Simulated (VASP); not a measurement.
# WC (WC type) (P-6m2) in VASP: a series of runs, part 2 of 2

VASP 6.6.1. The steps go on from the part before.

### 3 Relaxation of shape and atoms at fixed volume, PBE

This run uses another cell than the first one, of 9.26 Å³/atom.

INCAR

```
SYSTEM = WC
PREC = Accurate
ENCUT = 600
EDIFF = 1E-6
ISMEAR = -1
SIGMA = 0.1
LREAL = .FALSE.
LASPH = .TRUE.
NELM = 60
ALGO = Normal
ISIF = 4
LWAVE = .FALSE.
LCHARG = .FALSE.
GGA = PE
IBRION = 2
NSW = 50
EDIFFG = -0.005
```

KPOINTS

```
regular mesh
0
G
  17 17 15
  0 0 0
```

POSCAR

```
WC
1.0
    2.8004505400      0.0000000000      0.0000000000
   -1.4002252700      2.4252613097      0.0000000000
    0.0000000000      0.0000000000      2.7275556082
W C
1 1
Direct
    0.0000000000      0.0000000000      0.0000000000
    0.3333333333      0.6666666667      0.5000000000
```

Potentials or basis: VASP PAW PBE potentials, release 64 (W_sv, C).

Run with:

```bash
cat potpaw_PBE.64/W_sv/POTCAR potpaw_PBE.64/C/POTCAR > POTCAR
mpirun -np 1 vasp_std > vasp.out
```

OUTCAR:

```text
SYSTEM = WC
   PREC = Accurate
   ENCUT = 600
   EDIFF = 1E-6
   ISMEAR = -1
   LREAL = .FALSE.
   LASPH = .TRUE.
   NELM = 60
   ISIF = 4
   GGA = PE
   IBRION = 2
   NSW = 50
   EDIFFG = -0.005

 ion  position               nearest neighbor table
   1  0.000  0.000  0.000-   2 2.12   2 2.12   2 2.12   2 2.12   2 2.12   2 2.12
   2  0.333  0.667  0.500-   1 2.12   1 2.12   1 2.12   1 2.12   1 2.12   1 2.12

  LATTYP: Found a hexagonal cell.
 ALAT       =     2.8004505400
 C/A-ratio  =     0.9739702842

  Lattice vectors:

 A1 = (   2.8004505400,   0.0000000000,   0.0000000000)
 A2 = (  -1.4002252700,   2.4252613097,   0.0000000000)
 A3 = (   0.0000000000,   0.0000000000,   2.7275556082)

Analysis of symmetry for initial positions (statically):
=====================================================================
 Subroutine PRICEL returns:
 Original cell was already a primitive cell.

 Routine SETGRP: Setting up the symmetry group for a
 hexagonal supercell.

 Subroutine GETGRP returns: Found 12 space group operations
 (whereof 12 operations were pure point group operations)
 out of a pool of 24 trial point group operations.

The static configuration has the point symmetry D_3h.

Analysis of symmetry for dynamics (positions and initial velocities):
=====================================================================
 Subroutine PRICEL returns:
 Original cell was already a primitive cell.

 Routine SETGRP: Setting up the symmetry group for a
 hexagonal supercell.

 Subroutine GETGRP returns: Found 12 space group operations
 (whereof 12 operations were pure point group operations)
 out of a pool of 24 trial point group operations.

The dynamic configuration has the point symmetry D_3h.

 Subroutine INISYM returns: Found 12 space group operations
 (whereof 12 operations are pure point group operations),
 and found     1 'primitive' translations

----------------------------------------------------------------------------------------

[... 134 lines left out ...]

 Free energy of the ion-electron system (eV)
  ---------------------------------------------------
  ext. energy  EPLUGINS =         0.00000000
  ---------------------------------------------------
  free energy    TOTEN  =       -21.97474084 eV

  energy without entropy =      -21.96588196  energy(sigma->0) =      -21.97031140

------------------------ aborting loop because EDIFF is reached ----------------------------------------

  FORCE on cell =-STRESS in cart. coord.  units (eV):
  Direction    XX          YY          ZZ          XY          YZ          ZX
  --------------------------------------------------------------------------------------
  -------------------------------------------------------------------------------------
  Total        7.2819747      7.2819747      8.4894302      0.0000000     -0.0000000      0.0000000
  in kB      629.7956961    629.7956961    734.2248306      0.0000000     -0.0000000      0.0000000
  external PRESSURE =     664.6054076 kB  Pullay stress =       0.0000000 kB
[... 59 lines left out ...]
--------------------------------------- Ionic step        3  -------------------------------------------

 number of electron      18.0000000 magnetization

 Free energy of the ion-electron system (eV)
  ---------------------------------------------------
  ext. energy  EPLUGINS =         0.00000000
  ---------------------------------------------------
  free energy    TOTEN  =       -21.97913245 eV

  energy without entropy =      -21.97066013  energy(sigma->0) =      -21.97489629

 E-fermi :  12.8013     XC(G=0): -14.4449

 val. band max:       12.7919013624   @ k =   0.0000   0.0000   0.0667
 cond. band min:      12.8083726387   @ k =   0.0000   0.0000   0.0000
 fundamental gap:      0.0164712763
 Fermi energy:        12.8013498064

 k-point     1 :       0.0000    0.0000    0.0000
  band No.  band energies     occupation
      1     -60.9970      2.00000
      2     -24.9936      2.00000
      3     -24.8027      2.00000
      4     -24.8027      2.00000
      5      -2.5561      2.00000
      6       7.7555      2.00000
      7       9.0046      2.00000
      8       9.0046      2.00000
      9      12.8084      0.96490
     10      16.5563      0.00000
     11      16.5563      0.00000
     12      19.0170      0.00000
     13      19.0170      0.00000
[... 354 lines left out ...]
  band No.  band energies     occupation
      1     -60.9277      2.00000
      2     -25.5922      2.00000
      3     -25.0787      2.00000
      4     -24.8728      2.00000
      5      -0.1791      2.00000
      6       6.2217      2.00000
      7       9.3302      2.00000
      8       9.5501      2.00000
      9      10.8356      2.00000
     10      15.1854      0.00000
     11      16.2422      0.00000
     12      18.4173      0.00000
     13      20.6415      0.00000

 [... further k-points ...]

------------------------ aborting loop because EDIFF is reached ----------------------------------------

  FORCE on cell =-STRESS in cart. coord.  units (eV):
  Direction    XX          YY          ZZ          XY          YZ          ZX
  --------------------------------------------------------------------------------------
  -------------------------------------------------------------------------------------
  Total        7.6157617      7.6157617      7.6163154     -0.0000000     -0.0000000      0.0000000
  in kB      658.6639141    658.6639141    658.7117969     -0.0000000     -0.0000000      0.0000000
  external PRESSURE =     658.6798750 kB  Pullay stress =       0.0000000 kB
[... 17 lines left out ...]
  FREE ENERGIE OF THE ION-ELECTRON SYSTEM (eV)
  ---------------------------------------------------
  free  energy   TOTEN  =       -21.9791324543 eV

  energy  without entropy=      -21.9706601284  energy(sigma->0) =      -21.97489629

 reached required accuracy - stopping structural energy minimisation
```

OSZICAR:

```text
N       E                     dE             d eps       ncg     rms          rms(c)
DAV:   1     0.123943244472E+03    0.12394E+03   -0.10835E+04  6872   0.174E+03
DAV:   2    -0.207565919840E+02   -0.14470E+03   -0.14065E+03  7854   0.417E+02
DAV:   3    -0.249926420237E+02   -0.42361E+01   -0.41930E+01  8158   0.651E+01
[... 21 lines left out ...]
DAV:   2    -0.219871424997E+02    0.22413E-01   -0.46727E-02  7234   0.222E+00    0.467E-01
DAV:   3    -0.219792255261E+02    0.79170E-02   -0.15505E-02  7309   0.119E+00    0.148E-01
DAV:   4    -0.219791474613E+02    0.78065E-04   -0.63197E-04  7404   0.252E-01    0.791E-02
DAV:   5    -0.219791332071E+02    0.14254E-04   -0.41309E-05  7284   0.682E-02    0.123E-02
DAV:   6    -0.219791324543E+02    0.75276E-06   -0.40156E-06  7498   0.216E-02
   3 F= -.21979132E+02 E0= -.21974896E+02  d E =-.439162E-02
```

Wall time 38 s (1 thread of Intel Xeon 6975P-C (Granite Rapids), shared host); peak memory 0.21 GiB.

The run converged, but its numbers aren't listed here, since they failed a check.

Caveat: spin-orbit coupling is left out, which moves the levels of the heavy elements.

### 4 Relaxation of shape and atoms at fixed volume, PBE

This run uses another cell than the first one, of 9.89 Å³/atom.

INCAR

```
PREC = Accurate
ENCUT = 600
EDIFF = 1E-6
ISMEAR = -1
SIGMA = 0.1
LREAL = F
LASPH = T
NELM = 60
ALGO = Normal
ISIF = 4
LWAVE = F
LCHARG = F
GGA = PE
IBRION = 2
NSW = 50
EDIFFG = -0.005
```

KPOINTS

```
regular mesh
0
Gamma
  17 17 15
```

POSCAR

```
WC
1.0
    2.8627030494      0.0000000000      0.0000000000
   -1.4313515247      2.4791735643      0.0000000000
    0.0000000000      0.0000000000      2.7881877024
W C
1 1
Direct
    0.0000000000      0.0000000000      0.0000000000
    0.3333333333      0.6666666667      0.5000000000
```

Run with:

```bash
cat potpaw_PBE.64/W_sv/POTCAR potpaw_PBE.64/C/POTCAR > POTCAR
mpirun -np 1 vasp_std > vasp.out
```

Wall time 36 s (1 thread of Intel Xeon 6975P-C (Granite Rapids), shared host); peak memory 0.21 GiB.

It converged, with:

| Property | Result |
| --- | --- |
| Free energy | -22.3439 eV |
| Energy gained by relaxing | 0.5 meV/atom |
| Ionic steps | 3 |
| Pressure after relaxing | 28.3 GPa |
| Band gap on the k mesh | zero (bands 9 and 10 overlap by 1.26 eV) |

The path:
```csv
step,energy change (eV),largest force (eV/Å),pressure (GPa),volume (Å³)
1,0.0000,0.0000,28.57,19.79
2,0.0012,0.0000,27.97,19.79
3,-0.0011,0.0000,28.30,19.79
```

Final structure:
```
W C
1.0
     2.85728    0.00000    0.00000
    -1.42864    2.47448    0.00000
     0.00000    0.00000    2.79878
W C
1 1
Direct
  0.00000 0.00000 0.00000
  0.33333 0.66667 0.50000
```

Levels at points of the mesh, in eV from the Fermi level:
```tsv
k point	band 6	band 7	band 8	band 9	band 10	band 11	band 12	band 13
(0.00, 0.00, 0.00)	-4.60	-3.52	-3.52	0.06	3.45	3.45	5.87	5.87
```

Caveat: spin-orbit coupling is left out, which moves the levels of the heavy elements.

### 5 Relaxation of cell and atoms, PBE

This run uses another cell than the first one, of 10.00 Å³/atom.

INCAR

```
ALGO     = Normal         # electronic algorithm
EDIFF    = 1E-6           # SCF threshold, eV
EDIFFG   = -0.005         # ionic threshold
ENCUT    = 600            # plane-wave cutoff, eV
GGA      = PE             # functional
IBRION   = 2              # ionic algorithm
ISIF     = 3              # what is computed and relaxed
ISMEAR   = -1             # smearing method
LASPH    = T              # aspherical terms in the spheres
LCHARG   = F              # write CHGCAR
LREAL    = F              # projectors in reciprocal space
LWAVE    = F              # write WAVECAR
NELM     = 100            # most SCF steps
NSW      = 60             # ionic steps
PREC     = Accurate       # precision mode
SIGMA    = 0.1            # smearing width, eV
```

KPOINTS

```
k-points
0
Gamma
  17 17 15
```

POSCAR

```
WC
1.0
    2.8669784559      0.0000000000      0.0000000000
   -1.4334892280      2.4828761749      0.0000000000
    0.0000000000      0.0000000000      2.8096388868
W C
1 1
Direct
    0.0000000000      0.0000000000      0.0000000000
    0.3333333333      0.6666666667      0.5000000000
```

Run with:

```bash
cat potpaw_PBE.64/W_sv/POTCAR potpaw_PBE.64/C/POTCAR > POTCAR
mpirun -np 1 vasp_std > vasp.out
```

Wall time 1.7 min (1 thread of Intel Xeon 6975P-C (Granite Rapids), shared host); peak memory 0.23 GiB.

It converged, with:

* Free energy: -22.4540 eV
* Relaxed volume: 10.55 Å³/atom
* Relaxed cell: a = 2.925 Å, b = 2.925 Å, c = 2.849 Å, α = 90.00°, β = 90.00°, γ = 120.00°
* Space group after relaxing (to 0.1 Å): P-6m2 (No. 187)
* Energy gained by relaxing: 38.0 meV/atom
* Ionic steps: 10
* Pressure after relaxing: 0.0 GPa
* Band gap on the k mesh: zero (bands 9 and 10 overlap by 1.22 eV)

Stress tensor (GPa, compression positive):
```
 0.03  0.00  0.00
 0.00  0.03  0.00
 0.00  0.00 -0.05
```

Step by step:
```csv
step,energy change (eV),largest force (eV/Å),pressure (GPa),volume (Å³)
1,0.0000,0.0000,23.03,20.00
2,0.4195,0.0000,-41.41,24.46
3,-0.0749,0.0000,-1.26,21.16
4,-0.0752,0.0000,-0.11,21.10
5,-0.0752,0.0000,0.29,21.08
6,-0.0753,0.0000,0.42,21.09
7,-0.0760,0.0000,0.34,21.09
8,-0.0760,0.0000,0.36,21.09
9,-0.0759,0.0000,-0.66,21.14
10,-0.0760,0.0000,0.01,21.10
```

Final structure:
```
CELL_PARAMETERS angstrom
2.92452 0.00000 0.00000
-1.46226 2.53271 0.00000
0.00000 0.00000 2.84926
ATOMIC_POSITIONS crystal
W 0.00000 0.00000 0.00000
C 0.33333 0.66667 0.50000
```

Levels at points of the mesh, in eV from the Fermi level:
```csv
k point,band 5,band 6,band 7,band 8,band 9,band 10,band 11,band 12,band 13
"(0.00, 0.00, 0.00)",-14.33,-4.22,-3.28,-3.28,0.10,3.16,3.16,5.53,5.53
```

Caveat: spin-orbit coupling is left out, which moves the levels of the heavy elements.

### 6 The runs side by side

```csv
task,cell,gap on the mesh (eV),pressure (GPa)
relaxation of shape and atoms at fixed volume,"relaxed from a = 2.713, b = 2.713, c = 2.642 Å, angles 90.0, 90.0, 120.0°, 2 atoms",none,139.0
relaxation of shape and atoms at fixed volume,"relaxed from a = 2.863, b = 2.863, c = 2.788 Å, angles 90.0, 90.0, 120.0°, 2 atoms",none,28.3
relaxation of cell and atoms,"relaxed from a = 2.867, b = 2.867, c = 2.810 Å, angles 90.0, 90.0, 120.0°, 2 atoms",none,0.0
```

Alike in all rows: level PBE; potentials or basis VASP PAW PBE potentials, release 64 (W_sv, C); no spin polarisation; k mesh 17 × 17 × 15; cutoff (eV) 600; smearing fermi-dirac 0.1 eV.

Caveats: spin-orbit coupling is left out, which moves the levels of the heavy elements.

Total energies depend on the potentials used, so only differences within one code and one set of settings carry meaning.
